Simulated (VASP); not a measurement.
# Nb (Im-3m) in VASP: single point with PBE

Aim: the single point of Nb with PBE.

Everything below comes from runs of VASP 6.6.1. Logs are shortened: lines on timing, memory, paths and dates and some standing lists are left out, and cuts for length are marked.

### Step 1. The cell of the first run

It takes space group Im-3m (No. 229, cubic). Conventional cell: a = 3.309 Å, b = 3.309 Å, c = 3.309 Å, α = 90.00°, β = 90.00°, γ = 90.00°. Nb (site symmetry m-3m) has 14 Nb at 2.87 to 3.31 Å within 3.8 Å.

### Step 2. Single point, PBE

INCAR

```
ALGO = Normal
EDIFF = 1E-6
ENCUT = 500
GGA = PE
GGA_COMPAT = False
ISIF = 2
ISMEAR = 1
LASPH = True
LCHARG = True
LELF = True
LREAL = Auto
LVHAR = True
LWAVE = False
NBANDS = 230
NELM = 120
PREC = Accurate
SIGMA = 0.1
```

KPOINTS

```
k-points
0
Gamma
  3 3 3
```

POSCAR

```
Nb
1.0
    0.0000000000      6.6171497901      6.6171497901
    6.6171497901      0.0000000000      6.6171497901
    6.6171497901      6.6171497901      0.0000000000
Nb
32
Direct
    0.0000000000      0.0000000000      0.0000000000
    0.1250000000      0.1250000000      0.1250000000
    0.2500000000      0.2500000000      0.2500000000
    0.3750000000      0.3750000000      0.3750000000
    0.0000000000      0.0000000000      0.5000000000
    0.1250000000      0.1250000000      0.6250000000
    0.2500000000      0.2500000000      0.7500000000
    0.3750000000      0.3750000000      0.8750000000
    0.0000000000      0.5000000000      0.0000000000
    0.1250000000      0.6250000000      0.1250000000
    0.2500000000      0.7500000000      0.2500000000
    0.3750000000      0.8750000000      0.3750000000
    0.0000000000      0.5000000000      0.5000000000
    0.1250000000      0.6250000000      0.6250000000
    0.2500000000      0.7500000000      0.7500000000
    0.3750000000      0.8750000000      0.8750000000
    0.5000000000      0.0000000000      0.0000000000
    0.6250000000      0.1250000000      0.1250000000
    0.7500000000      0.2500000000      0.2500000000
    0.8750000000      0.3750000000      0.3750000000
    0.5000000000      0.0000000000      0.5000000000
    0.6250000000      0.1250000000      0.6250000000
    0.7500000000      0.2500000000      0.7500000000
    0.8750000000      0.3750000000      0.8750000000
    0.5000000000      0.5000000000      0.0000000000
    0.6250000000      0.6250000000      0.1250000000
    0.7500000000      0.7500000000      0.2500000000
    0.8750000000      0.8750000000      0.3750000000
    0.5000000000      0.5000000000      0.5000000000
    0.6250000000      0.6250000000      0.6250000000
    0.7500000000      0.7500000000      0.7500000000
    0.8750000000      0.8750000000      0.8750000000
```

Potentials or basis: VASP PAW PBE potentials, release 64 (Nb_sv).

On the command line:

```
> cat potpaw_PBE.64/Nb_sv/POTCAR > POTCAR
> mpirun -np 1 vasp_std > vasp.out
```

OUTCAR:

```text
EDIFF = 1E-6
   ENCUT = 500
   GGA = PE
   ISIF = 2
   ISMEAR = 1
   LASPH = True
   LREAL = Auto
   NELM = 120
   PREC = Accurate

 ion  position               nearest neighbor table
   1  0.000  0.000  0.000-   2 2.87   6 2.87  10 2.87  16 2.87  18 2.87  24 2.87  28 2.87  32 2.87

   2  0.125  0.125  0.125-   1 2.87   3 2.87   5 2.87   7 2.87   9 2.87  11 2.87  17 2.87  19 2.87

   3  0.250  0.250  0.250-   2 2.87   4 2.87   6 2.87   8 2.87  10 2.87  12 2.87  18 2.87  20 2.87

   4  0.375  0.375  0.375-   3 2.87   7 2.87  11 2.87  13 2.87  19 2.87  21 2.87  25 2.87  29 2.87

   5  0.000  0.000  0.500-   2 2.87   6 2.87  12 2.87  14 2.87  20 2.87  22 2.87  28 2.87  32 2.87

   6  0.125  0.125  0.625-   1 2.87   3 2.87   5 2.87   7 2.87  13 2.87  15 2.87  21 2.87  23 2.87
[... 47 lines left out ...]
  30  0.625  0.625  0.625-  13 2.87  15 2.87  21 2.87  23 2.87  25 2.87  27 2.87  29 2.87  31 2.87

  31  0.750  0.750  0.750-  14 2.87  16 2.87  22 2.87  24 2.87  26 2.87  28 2.87  30 2.87  32 2.87

  32  0.875  0.875  0.875-   1 2.87   5 2.87   9 2.87  15 2.87  17 2.87  23 2.87  27 2.87  31 2.87

  LATTYP: Found a face centered cubic cell.
 ALAT       =    13.2342995802

  Lattice vectors:

 A1 = (   0.0000000000,   6.6171497901,   6.6171497901)
 A2 = (   6.6171497901,   0.0000000000,   6.6171497901)
 A3 = (   6.6171497901,   6.6171497901,   0.0000000000)

Analysis of symmetry for initial positions (statically):
=====================================================================
 Subroutine PRICEL returns following result:

  LATTYP: Found a body centered cubic cell.
 ALAT       =     3.3085748951

  Lattice vectors:

 A1 = (  -1.6542874475,  -1.6542874475,  -1.6542874475)
 A2 = (   1.6542874475,  -1.6542874475,   1.6542874475)
 A3 = (  -1.6542874475,   1.6542874475,   1.6542874475)

  32 primitive cells build up your supercell.

 Routine SETGRP: Setting up the symmetry group for a
 face centered cubic supercell.

 Subroutine GETGRP returns: Found 48 space group operations
 (whereof 48 operations were pure point group operations)
 out of a pool of 48 trial point group operations.

The static configuration has the point symmetry O_h .

Analysis of symmetry for dynamics (positions and initial velocities):
=====================================================================
 Subroutine PRICEL returns following result:

  LATTYP: Found a body centered cubic cell.
 ALAT       =     3.3085748951

  Lattice vectors:

 A1 = (  -1.6542874475,  -1.6542874475,  -1.6542874475)
 A2 = (   1.6542874475,  -1.6542874475,   1.6542874475)
 A3 = (  -1.6542874475,   1.6542874475,   1.6542874475)

  32 primitive cells build up your supercell.

 Routine SETGRP: Setting up the symmetry group for a
 face centered cubic supercell.

 Subroutine GETGRP returns: Found 48 space group operations
 (whereof 48 operations were pure point group operations)
 out of a pool of 48 trial point group operations.

The dynamic configuration has the point symmetry O_h .

 Subroutine INISYM returns: Found 48 space group operations
 (whereof 48 operations are pure point group operations),
 and found    32 'primitive' translations

----------------------------------------------------------------------------------------

                                     Primitive cell

  volume of cell :      18.1089

  direct lattice vectors                    reciprocal lattice vectors
    -1.654287448 -1.654287448 -1.654287448    -0.302244934 -0.302244934  0.000000000
     1.654287448 -1.654287448  1.654287448     0.000000000 -0.302244934  0.302244934
    -1.654287448  1.654287448  1.654287448    -0.302244934  0.000000000  0.302244934

  length of vectors
     2.865309909  2.865309909  2.865309909     0.427438884  0.427438884  0.427438884

  position of ions in fractional coordinates (direct lattice)
     0.000000000  0.000000000  0.000000000

  ion indices of the primitive-cell ions
   primitive index   ion index
                 1           1

----------------------------------------------------------------------------------------

 KPOINTS: k-points

Automatic generation of k-mesh.
 Grid dimensions read from file:
 generate k-points for:    3    3    3

 Generating k-lattice:

  Cartesian coordinates                     Fractional coordinates (reciprocal lattice)
    -0.025187078  0.025187078  0.025187078     0.333333333  0.000000000  0.000000000
     0.025187078 -0.025187078  0.025187078     0.000000000  0.333333333  0.000000000
     0.025187078  0.025187078 -0.025187078     0.000000000  0.000000000  0.333333333

  Length of vectors
     0.043625298  0.043625298  0.043625298

  Shift w.r.t. Gamma in fractional coordinates (k-lattice)
     0.000000000  0.000000000  0.000000000

 Subroutine IBZKPT returns following result:
 ===========================================

 Found      4 irreducible k-points:

 Following reciprocal coordinates:
            Coordinates               Weight
  0.000000  0.000000  0.000000      1.000000
  0.333333  0.000000  0.000000      8.000000
  0.333333  0.333333  0.000000      6.000000
 -0.333333  0.333333  0.000000     12.000000
   k-points           NKPTS =      4   k-points in BZ     NKDIM =      4   number of bands    NBANDS=    230
   number of dos      NEDOS =    301   number of ions     NIONS =     32
   total plane-waves  NPLWV = 343000
   dimension x,y,z NGX =    70 NGY =   70 NGZ =   70
   dimension x,y,z NGXF=   140 NGYF=  140 NGZF=  140
   ions per type =              32
   NGX,Y,Z   is equivalent  to a cutoff of  12.44, 12.44, 12.44 a.u.
   NGXF,Y,Z  is equivalent  to a cutoff of  24.87, 24.87, 24.87 a.u.
 SYSTEM =  unknown system
   PREC   = accura    normal or accurate (medium, high low for compatibility)
   ISTART =      0    job   : 0-new  1-cont  2-samecut
   ICHARG =      2    charge: 1-file 2-atom 10-const
   ISPIN  =      1    spin polarized calculation?
   LNONCOLLINEAR =      F non collinear calculations
   LSORBIT =      F    spin-orbit coupling
   LASPH  =      T    aspherical Exc in radial PAW
   ENCUT  =  500.0 eV  36.75 Ry    6.06 a.u.  17.06 17.06 17.06*2*pi/ulx,y,z
   NELM   =    120;   NELMIN=  2; NELMDL= -5     # of ELM steps
   EDIFF  = 0.1E-05   stopping-criterion for ELM
   LREAL  =      T    real-space projection
   EDIFFG = 0.1E-04   stopping-criterion for IOM
   NSW    =      0    number of steps for IOM
   IBRION =     -1    ionic relax: 0-MD 1-quasi-New 2-CG
   NFREE  =      0    steps in history (QN), initial steepest desc. (CG)
   ISIF   =      2    stress and relaxation
   ISYM   =      2    0-nonsym 1-usesym 2-fastsym
   POTIM  = 0.5000    time-step for ionic-motion
   TEBEG  =    0.0;   TEEND  =   0.0 temperature during run
   PSTRESS=    0.0 pullay stress
   NELECT =     416.0000    total number of electrons
   NUPDOWN=      -1.0000    fix difference up-down
   EMIN   =  10.00;   EMAX   =-10.00  energy-range for DOS
   EFERMI =   0.00;   METHOD = LEGACY
   ISMEAR =     1;   SIGMA  =   0.10  broadening in eV -4-tet -1-fermi 0-gaus
   EFERMI_NEDOS =   21; number of points for ismear=-14 and -15
   IALGO  =     38    algorithm
   IMIX   =      4    mixing-type and parameters
     AMIX     =   0.40;   BMIX     =  1.00
     AMIX_MAG =   1.60;   BMIX_MAG =  1.00
  volume/ion in A,a.u.               =      18.11       122.21
  Fermi-wavevector in a.u.,A,eV,Ry     =   1.465857  2.770068 29.235343  2.148737
  Thomas-Fermi vector in A             =   2.581664
   LORBIT       =      0    0 simple, 1 ext, 2 COOP (PROOUT), +10 PAW based schemes
   GGA     = PE    functional components
   LHFCALC =     F    Hartree Fock is set to
   AEXX    =    0.0000 exact exchange contribution
   IVDW    =     0    specifies the selected vdW correction
   LEPSILON=     F    determine dielectric tensor
   LRPA    =     F    only Hartree local field effects (RPA)
 non-spin polarized calculation
 Methfessel and Paxton  Order N= 1 SIGMA  =   0.10
  energy-cutoff  :      500.00
  volume of cell :      579.49
 maximum number of plane-waves:     14731
 NGX is ok and might be reduce to    70
   NGX = 35   NGY = 35   NGZ = 35

 number of electron     415.9999993 magnetization

 Free energy of the ion-electron system (eV)
  ---------------------------------------------------
  ext. energy  EPLUGINS =         0.00000000
  ---------------------------------------------------
  free energy    TOTEN  =      -327.09971958 eV

  energy without entropy =     -327.13759372  energy(sigma->0) =     -327.11234430

 E-fermi :  11.0661     XC(G=0): -12.4708

 val. band max:       11.0539927010   @ k =  -0.3333   0.3333   0.0000
 cond. band min:      11.1572668004   @ k =  -0.3333   0.3333   0.0000
 fundamental gap:      0.1032740993
 Fermi energy:        11.0660860933

 k-point     1 :       0.0000    0.0000    0.0000
  band No.  band energies     occupation
      1     -43.2613      2.00000
      2     -43.1032      2.00000
      3     -43.1032      2.00000
      4     -43.1032      2.00000
      5     -43.1032      2.00000
      6     -43.1032      2.00000
[... 212 lines left out ...]
    219      12.0682     -0.00000
    220      12.0682     -0.00000

 k-point     2 :       0.3333    0.0000    0.0000
  band No.  band energies     occupation
      1     -43.2379      2.00000
      2     -43.1773      2.00000
      3     -43.1124      2.00000
      4     -43.1124      2.00000
      5     -43.1124      2.00000
      6     -43.0889      2.00000
[... 212 lines left out ...]
    219      12.1194     -0.00000
    220      12.1194     -0.00000

 k-point     3 :       0.3333    0.3333    0.0000
  band No.  band energies     occupation
      1     -43.2300      2.00000
      2     -43.1474      2.00000
      3     -43.1377      2.00000
      4     -43.1377      2.00000
      5     -43.1377      2.00000
      6     -43.1377      2.00000
[... 212 lines left out ...]
    219      11.8090     -0.00000
    220      11.8090     -0.00000

 k-point     4 :      -0.3333    0.3333    0.0000
  band No.  band energies     occupation
      1     -43.2022      2.00000
      2     -43.1816      2.00000
      3     -43.1816      2.00000
      4     -43.1290      2.00000
      5     -43.1290      2.00000
      6     -43.0820      2.00000
[... 212 lines left out ...]
    219      11.5071     -0.00000
    220      11.9958     -0.00000
 [bands above 220 left out]

------------------------ aborting loop because EDIFF is reached ----------------------------------------

  FORCE on cell =-STRESS in cart. coord.  units (eV):
  Direction    XX          YY          ZZ          XY          YZ          ZX
  --------------------------------------------------------------------------------------
  -------------------------------------------------------------------------------------
  Total       -3.1698368     -3.1698368     -3.1698368     -0.0000000      0.0000000      0.0000000
  in kB       -8.7640448     -8.7640448     -8.7640448     -0.0000000      0.0000000      0.0000000
  external PRESSURE =      -8.7640448 kB  Pullay stress =       0.0000000 kB

 VOLUME and BASIS-vectors are now :
 -----------------------------------------------------------------------------
  energy-cutoff  :      500.00
  volume of cell :      579.49
      direct lattice vectors                 reciprocal lattice vectors
     0.000000000  6.617149790  6.617149790    -0.075561233  0.075561233  0.075561233
     6.617149790  0.000000000  6.617149790     0.075561233 -0.075561233  0.075561233
     6.617149790  6.617149790  0.000000000     0.075561233  0.075561233 -0.075561233

 POSITION                                       TOTAL-FORCE (eV/Angst)
 -----------------------------------------------------------------------------------
      0.00000      0.00000      0.00000         0.000000     -0.000000     -0.000000
      1.65429      1.65429      1.65429         0.000000     -0.000000      0.000000
      3.30857      3.30857      3.30857         0.000000     -0.000000      0.000000
      4.96286      4.96286      4.96286        -0.000000      0.000000     -0.000000
      3.30857      3.30857      0.00000         0.000000      0.000000      0.000000
      4.96286      4.96286      1.65429         0.000000      0.000000     -0.000000
[... 24 lines left out ...]
      9.92572      9.92572      9.92572         0.000000      0.000000     -0.000000
     11.58001     11.58001     11.58001         0.000000      0.000000      0.000000
 -----------------------------------------------------------------------------------
    total drift:                                0.000000      0.000000      0.000000

  FREE ENERGIE OF THE ION-ELECTRON SYSTEM (eV)
  ---------------------------------------------------
  free  energy   TOTEN  =      -327.0997195833 eV

  energy  without entropy=     -327.1375937203  energy(sigma->0) =     -327.11234430
```

Run time: 15 min. Hardware: 1 thread of AMD EPYC 9R45 (Zen 5), shared host; peak memory 0.85 GiB.

What came out:

* Free energy: -327.0997 eV
* Pressure: -0.9 GPa
* Band gap on the k mesh: zero (bands 208 and 209 overlap by 1.01 eV)
